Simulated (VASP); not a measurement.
# C (P6_3/mmc) in VASP: a series of runs, part 2 of 2

VASP 6.6.1. Earlier steps stand in the parts before.

### 3 Single point, PBEsol (strained cell)

Input file INCAR:

```
PREC     = Accurate       # precision mode
ENCUT    = 520            # plane-wave cutoff, eV
EDIFF    = 1E-7           # SCF threshold, eV
ISMEAR   = 0              # smearing method
SIGMA    = 0.02           # smearing width, eV
LREAL    = False          # projectors in reciprocal space
LASPH    = True           # aspherical terms in the spheres
NELM     = 60             # most SCF steps
ALGO     = Normal         # electronic algorithm
ISIF     = 2              # what is computed and relaxed
LWAVE    = False          # write WAVECAR
LCHARG   = False          # write CHGCAR
GGA      = PS             # functional
NBANDS   = 16             # bands
```

Input file KPOINTS:

```
regular mesh
0
Gamma
  9 9 6
```

Input file POSCAR:

```
C
1.0
    2.4994270181      0.0000000000      0.0000000000
   -1.2497135090      2.1645672926      0.0000000000
    0.0000000000      0.0000000000      4.2229976408
C
4
Direct
    0.3333333333      0.6666666667     -0.0002608640
    0.6666666667      0.3333333333      0.4997391360
    0.3333333333      0.6666666667      0.3742608640
    0.6666666667      0.3333333333      0.8742608640
```

Potentials or basis: VASP PAW PBE potentials, release 64 (C).

Started as:

```
$ cat potpaw_PBE.64/C/POTCAR > POTCAR
$ mpirun -np 1 vasp_std > vasp.out
```

OUTCAR:

```text
PREC = Accurate
   ENCUT = 520
   EDIFF = 1E-7
   ISMEAR = 0
   LREAL = False
   LASPH = True
   NELM = 60
   ISIF = 2
   GGA = PS

 ion  position               nearest neighbor table
   1  0.333  0.667  1.000-   4 1.54   4 1.54   4 1.54   3 1.58
   2  0.667  0.333  0.500-   3 1.54   3 1.54   3 1.54   4 1.58
   3  0.333  0.667  0.374-   2 1.54   2 1.54   2 1.54   1 1.58
   4  0.667  0.333  0.874-   1 1.54   1 1.54   1 1.54   2 1.58

  LATTYP: Found a hexagonal cell.
 ALAT       =     2.4994270181
 C/A-ratio  =     1.6895862973

  Lattice vectors:

 A1 = (   2.4994270181,   0.0000000000,   0.0000000000)
 A2 = (  -1.2497135090,   2.1645672926,   0.0000000000)
 A3 = (   0.0000000000,   0.0000000000,   4.2229976408)

Analysis of symmetry for initial positions (statically):
=====================================================================
 Subroutine PRICEL returns:
 Original cell was already a primitive cell.

 Routine SETGRP: Setting up the symmetry group for a
 hexagonal supercell.

 Subroutine GETGRP returns: Found 24 space group operations
 (whereof  6 operations were pure point group operations)
[... 174 lines left out ...]
 cond. band min:      12.9752952938   @ k =   0.3333   0.3333   0.0000
 fundamental gap:      3.0916242304
 Fermi energy:         9.9841747241

 k-point     1 :       0.0000    0.0000    0.0000
  band No.  band energies     occupation
      1     -11.8440      2.00000
      2      -6.4685      2.00000
      3      -3.7904      2.00000
      4       6.9641      2.00000
      5       6.9641      2.00000
      6       9.4009      2.00000
[... 433 lines left out ...]
      3      -1.0600      2.00000
      4      -0.6572      2.00000
      5      -0.6572      2.00000
      6       2.2877      2.00000
[... 8 lines left out ...]
     15      25.4288      0.00000
     16      25.4288      0.00000

 [... further k-points ...]

------------------------ aborting loop because EDIFF is reached ----------------------------------------

  FORCE on cell =-STRESS in cart. coord.  units (eV):
  Direction    XX          YY          ZZ          XY          YZ          ZX
  --------------------------------------------------------------------------------------
  -------------------------------------------------------------------------------------
  Total        0.0763651      0.0763651     -2.5640930      0.0000000     -0.0000000     -0.0000000
  in kB        5.3551653      5.3551653   -179.8092250      0.0000000     -0.0000000     -0.0000000
  external PRESSURE =     -56.3662981 kB  Pullay stress =       0.0000000 kB

 VOLUME and BASIS-vectors are now :
 -----------------------------------------------------------------------------
  energy-cutoff  :      520.00
  volume of cell :       22.85
      direct lattice vectors                 reciprocal lattice vectors
     2.499427018  0.000000000  0.000000000     0.400091698  0.230993050  0.000000000
    -1.249713509  2.164567293  0.000000000     0.000000000  0.461986099  0.000000000
     0.000000000  0.000000000  4.222997641     0.000000000  0.000000000  0.236798617

 POSITION                                       TOTAL-FORCE (eV/Angst)
 -----------------------------------------------------------------------------------
     -0.00000      1.44304      4.22190         0.000000      0.000000      0.011302
      1.24971      0.72152      2.11040        -0.000000     -0.000000      0.011302
     -0.00000      1.44304      1.58050         0.000000     -0.000000     -0.011302
      1.24971      0.72152      3.69200        -0.000000      0.000000     -0.011302
 -----------------------------------------------------------------------------------
    total drift:                               -0.000000      0.000000      0.000007

  FREE ENERGIE OF THE ION-ELECTRON SYSTEM (eV)
  ---------------------------------------------------
  free  energy   TOTEN  =       -38.3861990436 eV

  energy  without entropy=      -38.3861990436  energy(sigma->0) =      -38.38619904
```

OSZICAR:

```text
N       E                     dE             d eps       ncg     rms          rms(c)
DAV:   1     0.176434843393E+02    0.17643E+02   -0.80879E+03  1536   0.961E+02
DAV:   2    -0.379102635174E+02   -0.55554E+02   -0.51181E+02  2104   0.185E+02
DAV:   3    -0.396904329887E+02   -0.17802E+01   -0.17754E+01  1936   0.283E+01
DAV:   4    -0.396969695507E+02   -0.65366E-02   -0.65351E-02  1904   0.211E+00
DAV:   5    -0.396970020776E+02   -0.32527E-04   -0.32526E-04  1936   0.132E-01    0.783E+00
DAV:   6    -0.387250466093E+02    0.97196E+00   -0.58469E-01  1728   0.476E+00    0.462E+00
DAV:   7    -0.383857135521E+02    0.33933E+00   -0.67588E-01  1952   0.528E+00    0.935E-01
DAV:   8    -0.383861409810E+02   -0.42743E-03   -0.13536E-02  1592   0.779E-01    0.413E-02
DAV:   9    -0.383861807603E+02   -0.39779E-04   -0.68790E-05  2080   0.690E-02    0.278E-02
DAV:  10    -0.383861995078E+02   -0.18748E-04   -0.10099E-05  1656   0.257E-02    0.861E-03
DAV:  11    -0.383861989634E+02    0.54437E-06   -0.41914E-07  2112   0.518E-03    0.115E-03
DAV:  12    -0.383861990436E+02   -0.80194E-07   -0.16931E-08  1056   0.114E-03
   1 F= -.38386199E+02 E0= -.38386199E+02  d E =-.500922E-15
```

stdout:

```text
POSCAR found type information on POSCAR C
 POSCAR found :  1 types and       4 ions
 scaLAPACK will be used
 -----------------------------------------------------------------------------
|                                                                             |
|                                                                             |
|     You enforced a specific xc type in the INCAR file but a different       |
|     I HOPE YOU KNOW WHAT YOU ARE DOING!                                     |
|                                                                             |
 -----------------------------------------------------------------------------

 LDA part: xc-table for (Slater+PW92), standard interpolation
 POSCAR, INCAR and KPOINTS ok, starting setup
 FFT: planning ... GRIDC
 FFT: planning ... GRID_SOFT
 FFT: planning ... GRID
 WAVECAR not read
 entering main loop
```

It took 16 s on 1 thread of Intel Xeon Platinum 8259CL at 2.50GHz (Skylake/Cascade Lake), shared host; peak memory 0.13 GiB.

Results:

- Free energy: -38.3862 eV
- Pressure: -5.6 GPa
- Largest force: 0.011 eV/Å
- Band gap on the k mesh: 3.09 eV, indirect (least direct gap 4.86 eV)

Forces on the atoms (eV/Å):
```
C    0.000  0.000  0.011
C    0.000  0.000  0.011
C    0.000  0.000 -0.011
C    0.000  0.000 -0.011
```

Stress tensor (GPa, compression positive):
```
  0.54   0.00   0.00
  0.00   0.54   0.00
  0.00   0.00 -17.98
```

Caveat: the cell differs from its parent crystal (strained cell); the PAW data sets were made with another functional, which shifts forces and pressure a little.
